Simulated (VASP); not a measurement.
## SrTiO3: single point with r2SCAN

Crystal: SrTiO3.

```
Sr Ti O
1.0
     3.89349    0.00000    0.00000
     0.00000    3.89349    0.00000
     0.00000    0.00000    3.89349
Sr Ti O
1 1 3
Direct
  0.50000 0.50000 0.50000
  0.00000 0.00000 0.00000
  0.50000 0.00000 0.00000
  0.00000 0.50000 0.00000
  0.00000 0.00000 0.50000
```

```json
{
 "Program": "VASP 6.6.1",
 "Task": "single point",
 "Functional": "r2SCAN",
 "Potentials or basis": "VASP PAW PBE potentials, release 64 (Sr_sv, Ti_sv, O)",
 "Cutoff": "660 eV",
 "k mesh": "6 × 6 × 6",
 "Occupations": "gaussian, width 0.01 eV",
 "Spin": "no spin polarisation"
}
```

| Quantity | Value |
| --- | --- |
| Pressure | 2.8 GPa |
| Band gap on the k mesh | 2.30 eV (least direct gap 2.67 eV) |

Levels at points of the mesh, in eV from the valence-band top:
```tsv
k point	band 16	band 17	band 18	band 19	band 20	band 21	band 22	band 23	band 24	band 25
(0.00, 0.00, 0.00)	-1.23	-1.23	-0.38	-0.38	-0.38	2.30	2.30	2.30	4.67	4.67
(0.50, 0.00, 0.00)	-2.39	-2.39	-2.03	-0.77	-0.77	2.46	4.23	4.23	4.68	7.04
(0.50, 0.50, 0.00)	-2.89	-1.79	-1.62	-1.62	-0.09	4.24	4.24	4.73	5.73	8.62
(0.50, 0.50, 0.50)	-3.82	-3.82	0.00	0.00	0.00	4.95	4.95	4.95	7.68	7.68
```

It took 4.3 min on 1 thread of Intel Xeon 8259CL, with other jobs on the host, peak memory 0.24 GiB.

Caveat: the PAW data sets were made with another functional, which shifts forces and pressure a little. r2SCAN opens gaps a little over a GGA but as a rule still falls short of measured ones.
